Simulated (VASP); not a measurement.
# SiC in VASP: notebook

SiC is run at these levels: LDA; tasks: single point, relaxation of cell and atoms.

Everything below comes from runs of VASP 6.6.1. Logs are shortened: lines on timing, memory, paths and dates and some standing lists are left out, and cuts for length are marked.

### 1 The cell of the first run

The structure is tetragonal, space group I-4m2 (No. 119). The conventional cell has a = 3.122 Å, b = 3.122 Å, c = 4.266 Å, α = 90.00°, β = 90.00°, γ = 90.00°. Within 2.5 Å of Si (site symmetry -4m2) lie 4 C at 1.89 Å. C (site symmetry -4m2) has 4 Si at 1.89 Å within 2.5 Å.

### 2 Single point, LDA (film at in-plane strain +0.02)

Input file INCAR:

```
PREC = Accurate
ENCUT = 520
EDIFF = 1E-7
ISMEAR = 0
SIGMA = 0.01
LREAL = F
LASPH = T
NELM = 60
ALGO = Normal
ISIF = 2
LWAVE = F
LCHARG = T
LELF = T
LVHAR = T
NBANDS = 11
```

Input file KPOINTS:

```
regular mesh
0
Gamma
  10 10 10
```

Input file POSCAR:

```
SiC
1.0
    2.2077750954      2.2077750954      0.0000000000
   -2.2077750954      2.2077750954      0.0000000000
    0.0000000000      2.2077750954      2.1331587021
Si C
1 1
Direct
    0.0000000000      0.0000000000      0.0000000000
    0.7500000000      0.2500000000      0.5000000000
```

Potentials or basis: VASP PAW LDA potentials, release 64 (Si, C).

The run is started by

```console
> cat potpaw_LDA.64/Si/POTCAR potpaw_LDA.64/C/POTCAR > POTCAR
> mpirun -np 1 vasp_std > vasp.out
```

OUTCAR:

```text
PREC = Accurate
   ENCUT = 520
   EDIFF = 1E-7
   ISMEAR = 0
   LREAL = F
   LASPH = T
   NELM = 60
   ISIF = 2

 ion  position               nearest neighbor table
   1  0.000  0.000  0.000-   2 1.89   2 1.89   2 1.89   2 1.89
   2  0.750  0.250  0.500-   1 1.89   1 1.89   1 1.89   1 1.89

  LATTYP: Found a body centered tetragonal cell.
 ALAT       =     3.1222654826
 C/A-ratio  =     1.3664172467

  Lattice vectors:

 A1 = (   2.2077750954,   0.0000000000,  -2.1331587021)
 A2 = (  -2.2077750954,   0.0000000000,  -2.1331587021)
 A3 = (   0.0000000000,   2.2077750954,   2.1331587021)

Analysis of symmetry for initial positions (statically):
=====================================================================
 Subroutine PRICEL returns:
 Original cell was already a primitive cell.

 Routine SETGRP: Setting up the symmetry group for a
 body centered tetragonal supercell.

 Subroutine GETGRP returns: Found  8 space group operations
 (whereof  8 operations were pure point group operations)
 out of a pool of 16 trial point group operations.

The static configuration has the point symmetry D_2d.

Analysis of symmetry for dynamics (positions and initial velocities):
=====================================================================
 Subroutine PRICEL returns:
 Original cell was already a primitive cell.

 Routine SETGRP: Setting up the symmetry group for a
 body centered tetragonal supercell.

 Subroutine GETGRP returns: Found  8 space group operations
 (whereof  8 operations were pure point group operations)
 out of a pool of 16 trial point group operations.

The dynamic configuration has the point symmetry D_2d.

 Subroutine INISYM returns: Found  8 space group operations
 (whereof  8 operations are pure point group operations),
 and found     1 'primitive' translations

----------------------------------------------------------------------------------------

                                     Primitive cell

  volume of cell :      20.7952

  direct lattice vectors                    reciprocal lattice vectors
     2.207775095  2.207775095  0.000000000     0.226472344  0.226472344 -0.234394187
    -2.207775095  2.207775095  0.000000000    -0.226472344  0.226472344 -0.234394187
     0.000000000  2.207775095  2.133158702     0.000000000  0.000000000  0.468788374

  length of vectors
     3.122265483  3.122265483  3.069957153     0.396887994  0.396887994  0.468788374

[... 81 lines left out ...]
   LREAL  =      F    real-space projection
   EDIFFG = 0.1E-05   stopping-criterion for IOM
   NSW    =      0    number of steps for IOM
   IBRION =     -1    ionic relax: 0-MD 1-quasi-New 2-CG
   NFREE  =      0    steps in history (QN), initial steepest desc. (CG)
   ISIF   =      2    stress and relaxation
   ISYM   =      2    0-nonsym 1-usesym 2-fastsym
   POTIM  = 0.5000    time-step for ionic-motion
   TEBEG  =    0.0;   TEEND  =   0.0 temperature during run
   PSTRESS=    0.0 pullay stress
   NELECT =       8.0000    total number of electrons
   NUPDOWN=      -1.0000    fix difference up-down
   EMIN   =  10.00;   EMAX   =-10.00  energy-range for DOS
   EFERMI =   0.00;   METHOD = LEGACY
   ISMEAR =     0;   SIGMA  =   0.01  broadening in eV -4-tet -1-fermi 0-gaus
   EFERMI_NEDOS =   21; number of points for ismear=-14 and -15
   IALGO  =     38    algorithm
   IMIX   =      4    mixing-type and parameters
     AMIX     =   0.40;   BMIX     =  1.00
     AMIX_MAG =   1.60;   BMIX_MAG =  1.00
  volume/ion in A,a.u.               =      10.40        70.17
  Fermi-wavevector in a.u.,A,eV,Ry     =   1.190649  2.250001 19.288244  1.417646
  Thomas-Fermi vector in A             =   2.326729
   LORBIT       =      0    0 simple, 1 ext, 2 COOP (PROOUT), +10 PAW based schemes
   GGA     = CA    functional components
   LHFCALC =     F    Hartree Fock is set to
   AEXX    =    0.0000 exact exchange contribution
   IVDW    =     0    specifies the selected vdW correction
   LEPSILON=     F    determine dielectric tensor
   LRPA    =     F    only Hartree local field effects (RPA)
 non-spin polarized calculation
 Gauss-broadening in eV      SIGMA  =   0.01
  energy-cutoff  :      520.00
  volume of cell :       20.80
 maximum number of plane-waves:       572
   NGX = 11   NGY = 11   NGZ = 11

 number of electron       8.0000001 magnetization

 Free energy of the ion-electron system (eV)
  ---------------------------------------------------
  ext. energy  EPLUGINS =         0.00000000
  ---------------------------------------------------
  free energy    TOTEN  =       -16.62238887 eV

  energy without entropy =      -16.62238887  energy(sigma->0) =      -16.62238887

 E-fermi :   8.2191     XC(G=0): -11.5364

 val. band max:        8.1569193314   @ k =   0.0000   0.0000   0.0000
 cond. band min:       9.1149483751   @ k =   0.0000   0.0000   0.5000
 fundamental gap:      0.9580290437
 Fermi energy:         8.2190537185

 k-point     1 :       0.0000    0.0000    0.0000
  band No.  band energies     occupation
      1      -7.2697      2.00000
      2       7.9366      2.00000
      3       7.9366      2.00000
      4       8.1569      2.00000
      5      14.2336      0.00000
      6      15.1053      0.00000
      7      15.2022      0.00000
      8      15.2022      0.00000
      9      21.9249      0.00000
     10      22.8884      0.00000
     11      24.1062      0.00000
[... 309 lines left out ...]
 k-point    24 :       0.4000    0.3000    0.0000
  band No.  band energies     occupation
      1      -2.5330      2.00000
      2       0.6267      2.00000
      3       2.6947      2.00000
      4       5.8209      2.00000
      5      11.6973      0.00000
      6      16.6838      0.00000
      7      18.6329      0.00000
      8      19.3338      0.00000
      9      21.0024      0.00000
     10      23.4193      0.00000
     11      28.9737      0.00000

 [... further k-points ...]
[... 5 lines left out ...]
  --------------------------------------------------------------------------------------
  -------------------------------------------------------------------------------------
  Total       -1.0301287     -1.0301287      0.0479292      0.0000000      0.0000000      0.0000000
  in kB      -79.3668704    -79.3668704      3.6927353      0.0000000      0.0000000      0.0000000
  external PRESSURE =     -51.6803352 kB  Pullay stress =       0.0000000 kB

 VOLUME and BASIS-vectors are now :
 -----------------------------------------------------------------------------
  energy-cutoff  :      520.00
  volume of cell :       20.80
      direct lattice vectors                 reciprocal lattice vectors
     2.207775095  2.207775095  0.000000000     0.226472344  0.226472344 -0.234394187
    -2.207775095  2.207775095  0.000000000    -0.226472344  0.226472344 -0.234394187
     0.000000000  2.207775095  2.133158702     0.000000000  0.000000000  0.468788374

 POSITION                                       TOTAL-FORCE (eV/Angst)
 -----------------------------------------------------------------------------------
      0.00000      0.00000      0.00000        -0.000000      0.000000      0.000000
      1.10389      3.31166      1.06658         0.000000     -0.000000      0.000000
 -----------------------------------------------------------------------------------
    total drift:                               -0.000000      0.000000     -0.000000

  FREE ENERGIE OF THE ION-ELECTRON SYSTEM (eV)
  ---------------------------------------------------
  free  energy   TOTEN  =       -16.6223888671 eV

  energy  without entropy=      -16.6223888671  energy(sigma->0) =      -16.62238887
```

OSZICAR:

```text
N       E                     dE             d eps       ncg     rms          rms(c)
DAV:   1     0.184228365218E+01    0.18423E+01   -0.39439E+03  2295   0.613E+02
DAV:   2    -0.180170212442E+02   -0.19859E+02   -0.18928E+02  2818   0.110E+02
DAV:   3    -0.186376945644E+02   -0.62067E+00   -0.61967E+00  2771   0.163E+01
DAV:   4    -0.186402932335E+02   -0.25987E-02   -0.25985E-02  2587   0.136E+00
DAV:   5    -0.186403059510E+02   -0.12718E-04   -0.12717E-04  2806   0.865E-02    0.900E+00
DAV:   6    -0.167094419400E+02    0.19309E+01   -0.71969E+00  2520   0.118E+01    0.396E+00
DAV:   7    -0.166433749424E+02    0.66067E-01   -0.37593E-01  2698   0.356E+00    0.178E+00
DAV:   8    -0.166228197019E+02    0.20555E-01   -0.26395E-02  2604   0.977E-01    0.180E-01
DAV:   9    -0.166223739567E+02    0.44575E-03   -0.21037E-03  2781   0.245E-01    0.969E-02
DAV:  10    -0.166223890806E+02   -0.15124E-04   -0.13788E-04  2553   0.722E-02    0.329E-02
DAV:  11    -0.166223891273E+02   -0.46742E-07   -0.47995E-06  2752   0.129E-02    0.127E-02
DAV:  12    -0.166223888655E+02    0.26183E-06   -0.67030E-07  2553   0.410E-03    0.106E-03
DAV:  13    -0.166223888671E+02   -0.16065E-08   -0.37829E-08  1635   0.109E-03
   1 F= -.16622389E+02 E0= -.16622389E+02  d E =-.965375E-22
```

stdout:

```text
POSCAR found type information on POSCAR SiC
 POSCAR found :  2 types and       2 ions
 scaLAPACK will be used
 LDA part: xc-table for (Slater(with rela. corr.)+CA(PZ))
 , standard interpolation
 POSCAR, INCAR and KPOINTS ok, starting setup
 FFT: planning ... GRIDC
 FFT: planning ... GRID_SOFT
 FFT: planning ... GRID
 WAVECAR not read
 entering main loop
```

Wall time 6.3 s (1 thread of Intel Xeon 6975P-C (Granite Rapids), shared host); peak memory 0.13 GiB.

What came out:

* Free energy: -16.6224 eV
* Pressure: -5.2 GPa
* Band gap on the k mesh: 0.96 eV, indirect (least direct gap 4.45 eV)

Caveat: the cell differs from its parent crystal (film at in-plane strain +0.02).

### 3 Relaxation of cell and atoms, LDA

This run uses another cell than the first one, of 10.35 Å³/atom, 0.995 times its volume.

Input file INCAR:

```
  PREC = Accurate
  ENCUT = 600
  EDIFF = 1E-6
  ISMEAR = -1
  SIGMA = 0.08
  LREAL = False
  LASPH = True
  NELM = 60
  ALGO = Normal
  ISIF = 3
  LWAVE = False
  LCHARG = False
  IBRION = 2
  NSW = 100
  EDIFFG = -0.002
```

Input file KPOINTS:

```
Automatic mesh
0
Gamma
  14 14 14
```

Input file POSCAR:

```
SiC
1.0
    2.1790000000      2.1790000000      0.0000000000
   -2.1790000000      2.1790000000      0.0000000000
    0.0000000000      2.1790000000      2.1790000000
Si C
1 1
Direct
    0.0000000000      0.0000000000      0.0000000000
    0.7500000000      0.2500000000      0.5000000000
```

Potentials or basis: VASP PAW LDA potentials, release 64 (Si, C).

The run is started by

```console
> cat potpaw_LDA.64/Si/POTCAR potpaw_LDA.64/C/POTCAR > POTCAR
> mpirun -np 1 vasp_std > vasp.out
```

Run time: 19 s. Hardware: 1 thread of Intel Xeon 6975P-C (Granite Rapids), shared host; peak memory 0.15 GiB.

It converged, with:

```yaml
Free_energy: -16.6453 eV
Relaxed_volume: 10.15 Å³/atom
Relaxed_cell: a = 3.062 Å, b = 3.062 Å, c = 3.062 Å, α = 60.00°, β = 60.00°, γ = 90.00°
Space_group_after_relaxing_to_0.05_Å: F-43m (No. 216)
Energy_gained_by_relaxing: 2.6 meV/atom
Ionic_steps: 3
Pressure_after_relaxing: 0.0 GPa
Band_gap_on_the_k_mesh: 1.29 eV, indirect (least direct gap 4.52 eV)
```

The path:
| step | energy change (eV) | largest force (eV/Å) | pressure (GPa) | volume (Å³) |
| --- | --- | --- | --- | --- |
| 1 | 0.0000 | 0.0000 | -4.18 | 20.69 |
| 2 | 0.0009 | 0.0000 | 4.83 | 19.89 |
| 3 | -0.0052 | 0.0000 | -0.02 | 20.30 |

Final structure:
```cif
data_structure
_symmetry_space_group_name_H-M 'P 1'
_symmetry_Int_Tables_number 1
_cell_length_a 3.0622
_cell_length_b 3.0622
_cell_length_c 3.0622
_cell_angle_alpha 60.000
_cell_angle_beta 60.000
_cell_angle_gamma 90.000
_cell_volume 20.30
loop_
_atom_site_label
_atom_site_type_symbol
_atom_site_fract_x
_atom_site_fract_y
_atom_site_fract_z
_atom_site_occupancy
Si1 Si 0.00000 0.00000 0.00000 1
C1 C 0.75000 0.25000 0.50000 1
```

Levels at points of the mesh, in eV from the valence-band top:
| k point | band 2 | band 3 | band 4 | band 5 | band 6 | band 7 |
| --- | --- | --- | --- | --- | --- | --- |
| (0.00, 0.00, 0.00) | 0.00 | 0.00 | 0.00 | 6.52 | 7.32 | 7.32 |
| (0.50, 0.00, 0.00) | -8.66 | -1.06 | -1.06 | 5.56 | 7.21 | 7.21 |
| (0.50, 0.50, 0.00) | -7.87 | -3.23 | -3.23 | 1.29 | 4.26 | 14.05 |

A k mesh can miss the band edges. LDA usually gives volumes a few per cent too small.

[end of part 1 of 2]
